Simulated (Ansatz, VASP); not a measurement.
Two plane-wave programs on Zn

```
Zn
1.0
    -1.56904    1.56904    1.56904
     1.56904   -1.56904    1.56904
     1.56904    1.56904   -1.56904
Zn
1
Direct
  0.00000 0.00000 0.00000
```

Alike in both runs: task single point; functional r2SCAN; k mesh 8 × 8 × 8; occupations gaussian, width 0.1 eV; no spin polarisation.

|  | VASP | Ansatz |
| --- | --- | --- |
| version | VASP 6.6.1 | Ansatz 0.2.0 |
| potentials or method | VASP PAW PBE potentials, release 64 (Zn), cutoff 520 eV | scalar-relativistic, plane waves, PAW |
| valence electrons in the cell | 12 | 12 |

Ansatz gave:

```
gap on the k mesh at the Fermi level (eV) : none
pressure (GPa)                            : -5.9
```

**Question.** Estimate VASP's values.

**Answer.** gap on the k mesh at the Fermi level (eV): none; pressure (GPa): -5.4.

VASP's potentials were made for PBE, not for r2SCAN. A gap of «none» marks a metal or a gap that the smearing closes.
